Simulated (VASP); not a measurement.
Crystal: Fe.

```
Fe
1.0
    -1.43900    1.43900    1.43900
     1.43900   -1.43900    1.43900
     1.43900    1.43900   -1.43900
Fe
1
Direct
  0.00000 0.00000 0.00000
```

Base run:

| Item | Value |
| --- | --- |
| Program | VASP 6.6.1 |
| Functional | r2SCAN |
| Potentials or basis | VASP PAW PBE potentials, release 64 (Fe) |
| Cutoff | 520 eV |
| k mesh | 13 × 13 × 13 |
| Occupations | gaussian, width 0.1 eV |
| Spin | collinear spin, ferromagnetic start |
| Starting moments | [4.19] μB |
| Fixed moment | 4.19 μB |

Its results: pressure 61.3 GPa; site moments Fe +4.03 μB.

Problem. After a change of settings the same cell gave: pressure -19.2 GPa; site moments Fe +1.87 μB. Which change was it?
A. fixed moment from 4.19 μB to 1.2 μB; moments at the start from [4.19] to [1.2]
B. fixed moment from 4.19 μB to 1.8 μB; moments at the start from [4.19] to [1.8]
C. fixed moment from 4.19 μB to 3.6 μB; moments at the start from [4.19] to [3.6]
D. fixed moment from 4.19 μB to none; moments at the start from [4.19] to [0.4]

Solution. B.

Caveats: the PAW data sets were made with another functional, which shifts forces and pressure a little; the total moment is fixed, so each spin has its own Fermi level.
